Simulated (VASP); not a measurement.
Runs of VASP 6.6.1 on SnPt2Se3. The structure is that of space group P6/mmm (No. 191), or close to it. The cells are those of the table. The cell was built from a structure type or drawn by symmetry, and may not be a known phase.

| task | cell | k mesh | cutoff (eV) | gap on the mesh (eV) | pressure (GPa) | relaxed volume (Å³/atom) |
| --- | --- | --- | --- | --- | --- | --- |
| single point | a = 6.568, b = 6.568, c = 3.620 Å, angles 90.0, 90.0, 120.0°, 6 atoms | 6 × 6 × 10 | 520 | none | 0.0 | - |
| relaxation of cell and atoms | relaxed from a = 6.429, b = 6.429, c = 3.735 Å, angles 90.0, 90.0, 120.0°, 6 atoms | 3 × 3 × 6 | 600 | none | 0.2 | 22.69 |
| single point | a = 6.030, b = 6.030, c = 4.660 Å, angles 90.0, 90.0, 120.0°, 6 atoms | 3 × 3 × 4 | 520 | none | -9.4 | - |
| relaxation of cell and atoms | relaxed from a = 6.030, b = 6.030, c = 4.660 Å, angles 90.0, 90.0, 120.0°, 6 atoms | 3 × 3 × 4 | 600 | none | 0.0 | 22.30 |
| single point | a = 6.429, b = 6.429, c = 3.735 Å, angles 90.0, 90.0, 120.0°, 6 atoms | 3 × 3 × 4 | 520 | none | 0.0 | - |
| relaxation of cell and atoms | relaxed from a = 6.652, b = 6.652, c = 3.565 Å, angles 90.0, 90.0, 120.0°, 6 atoms | 6 × 6 × 10 | 600 | none | 0.0 | (b) |
| single point | a = 6.652, b = 6.652, c = 3.565 Å, angles 90.0, 90.0, 120.0°, 6 atoms | 3 × 3 × 6 | 520 | none | (a) | - |

Alike in all rows: level PBE; potentials or basis VASP PAW PBE potentials, release 64 (Sn_d, Pt, Se); no spin polarisation; smearing gaussian 0.1 eV.

Question: Fill in the values left out.

Answer: (a) -0.2; (b) 22.55.

Caveats: some runs use coarse meshes; spin-orbit coupling is left out, which moves the levels of the heavy elements; a cell axis changed by over 15 % at a fixed basis, so the end point is rough (at least some runs).

A k mesh can miss the band edges, and the runs leave out spin-orbit coupling on Pt, Se, Sn.

A gap of «none» marks levels without a gap at the run's occupations.
